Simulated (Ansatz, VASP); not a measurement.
# Hf in VASP and in Ansatz

```
Hf
1.0
     3.20577    0.00000    0.00000
    -1.60289    2.77628    0.00000
     0.00000    0.00000    5.06550
Hf
2
Direct
  0.33333 0.66667 0.25000
  0.66667 0.33333 0.75000
```

Alike in both runs: functional PBE; k mesh 16 × 16 × 10; occupations gaussian, width 0.05 eV; no spin polarisation.

Ansatz relaxed the structure, and its values are those at the end. VASP's run is a single point on that final structure, the one shown.

```csv
,VASP,Ansatz
version,VASP 6.6.1,Ansatz 0.2.0
potentials or method,"VASP PAW PBE potentials, release 64 (Hf_pv), cutoff 520 eV","scalar-relativistic, plane waves, PAW"
valence electrons in the cell,20,52
```

Ansatz gave:

- gap on the k mesh at the Fermi level (eV): none
- pressure (GPa): 0.0

**Question.** Which values does VASP return?

**Answer.** gap on the k mesh at the Fermi level (eV): none; pressure (GPa): -0.4.

A gap of «none» marks a metal or a gap that the smearing closes. VASP's potentials hold 20 valence electrons a cell and Ansatz's 52, so a difference there can come from the potentials and not from the codes.

Spin-orbit coupling is off throughout.
